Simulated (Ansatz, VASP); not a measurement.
Two plane-wave programs on GaN

```
CELL_PARAMETERS angstrom
0.00000 2.25350 2.25350
2.25350 0.00000 2.25350
2.25350 2.25350 0.00000
ATOMIC_POSITIONS crystal
Ga 0.00000 0.00000 0.00000
N 0.25000 0.25000 0.25000
```

Alike in both runs: task single point; functional PBEsol; dispersion D3(BJ); k mesh 10 × 10 × 10; occupations fermi-dirac, width 0.05 eV; no spin polarisation.

|  | VASP | Ansatz |
| --- | --- | --- |
| version | VASP 6.6.1 | Ansatz 0.2.0 |
| potentials or method | VASP PAW PBE potentials, release 64 (Ga_d, N) | Ansatz PAW |
| plane-wave cutoff (eV) | 520 | 420 |
| valence electrons in the cell | 18 | 18 |

```csv
,VASP,Ansatz,Ansatz less VASP
gap on the k mesh at the Fermi level (eV),1.68,1.66,-0.018
least direct gap on the mesh (eV),1.68,1.66,-0.018
pressure (GPa),-4.4,-4.2,+0.20
```

VASP's potentials were made for PBE, not for PBEsol.
